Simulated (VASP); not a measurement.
Here is a VASP 6.6.1 calculation.

Contents of INCAR:

```
SYSTEM = BaHfO3
PREC = Accurate ; ENCUT = 600
EDIFF = 1E-6 ; ISMEAR = 0
SIGMA = 0.02 ; LREAL = .False.
LASPH = .True. ; NELM = 120
ALGO = Normal ; ISIF = 2
LWAVE = .False. ; LCHARG = .True.
GGA = PS ; LELF = .True.
LVHAR = .True. ; NBANDS = 27
GGA_COMPAT = .False.
```

KPOINTS

```
Automatic mesh
0
Gamma
  6 6 6
  0 0 0
```

The input POSCAR:

```
BaHfO3
1.0
    4.1581192572      0.0000000000      0.0000000000
    0.0000000000      4.1581192572      0.0000000000
    0.0000000000      0.0000000000      4.1581192572
Ba Hf O
1 1 3
Direct
    0.0000000000      0.0000000000      0.0000000000
    0.5000000000      0.5000000000      0.5000000000
    0.5000000000      0.5000000000      0.0000000000
    0.0000000000      0.5000000000      0.5000000000
    0.5000000000      0.0000000000      0.5000000000
```

Potentials or basis: VASP PAW PBE potentials, release 64 (Ba_sv, Hf_pv, O).

Launch:

```sh
$ cat potpaw_PBE.64/Ba_sv/POTCAR potpaw_PBE.64/Hf_pv/POTCAR potpaw_PBE.64/O/POTCAR > POTCAR
$ mpirun -np 1 vasp_std > vasp.out
```

Predict the band gap on the k mesh.

3.50 eV (least direct gap 3.70 eV).

Estimate the pressure.

-0.6 GPa.

Caveat: the PAW data sets were made with another functional, which shifts forces and pressure a little; spin-orbit coupling is left out, which moves the levels of the heavy elements. A k mesh can miss the band edges.
